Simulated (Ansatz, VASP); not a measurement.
# One calculation of Ca2Ge2N, two programs

INCAR

```
PREC = Accurate
ENCUT = 520
EDIFF = 1E-6
ISMEAR = 0
SIGMA = 0.1
LREAL = F
LASPH = T
NELM = 80
ALGO = Normal
ISIF = 2
LWAVE = F
LCHARG = T
GGA = PE
LELF = T
LVHAR = T
NBANDS = 34
```

The input KPOINTS:

```
regular mesh
0
Gamma
  6 6 6
```

The input POSCAR:

```
Ca2Ge2N
1.0
   -2.1581080600      2.1581080600      5.0148107900
    2.1581080600     -2.1581080600      5.0148107900
    2.1581080600      2.1581080600     -5.0148107900
Ca Ge N
2 2 1
Direct
    0.6158160600      0.6158160600      0.0000000000
    0.3841839400      0.3841839400      0.0000000000
    0.7500000000      0.2500000000      0.5000000000
    0.2500000000      0.7500000000      0.5000000000
    0.0000000000      0.0000000000      0.0000000000
```

Input for Ansatz:

```yaml
crystal:
  lattice:
    - [-2.15810806, 2.15810806, 5.01481079]
    - [2.15810806, -2.15810806, 5.01481079]
    - [2.15810806, 2.15810806, -5.01481079]
  atoms:
    - { symbol: Ca, position: [0.61581606, 0.61581606, 0.0] }
    - { symbol: Ca, position: [0.38418394, 0.38418394, 0.0] }
    - { symbol: Ge, position: [0.75, 0.25, 0.5] }
    - { symbol: Ge, position: [0.25, 0.75, 0.5] }
    - { symbol: "N", position: [0.0, 0.0, 0.0] }
basis:
  ecutwfc: 420
kpoints:
  mp_grid: { grid: [6, 6, 6] }
hamiltonian:
  xc: pbe
scf:
  occupations: { method: gaussian, width: 0.1 }
  lower_state_search: "off"
output:
  forces: true
  stress: true
  eigenvalues: true
```

Change from the starting cell: species swapped into the LaSi2Au2 type (I4/mmm, No. 139).

Alike in both runs: task single point; functional PBE; k mesh 6 × 6 × 6; occupations gaussian, width 0.1 eV; no spin polarisation.

|  | VASP | Ansatz |
| --- | --- | --- |
| version | VASP 6.6.1 | Ansatz 0.2.0 |
| potentials or method | VASP PAW PBE potentials, release 64 (Ca_sv, Ge_d, N), cutoff 520 eV | scalar-relativistic, plane waves, PAW |
| valence electrons in the cell | 53 | 53 |

|  | VASP | Ansatz | Ansatz less VASP |
| --- | --- | --- | --- |
| gap on the k mesh at the Fermi level (eV) | none | none | - |
| pressure (GPa) | 17.0 | 16.6 | -0.39 |
| traceless stress, the component that is largest in VASP (GPa) | 12.61 | 12.36 | -0.249 |
| rms of the force components (eV/Å) | 0.115 | 0.141 | +0.0262 |

Atom by atom the forces differ by 0.026 eV/Å (rms over components). A gap of «none» marks a metal or a gap that the smearing closes.
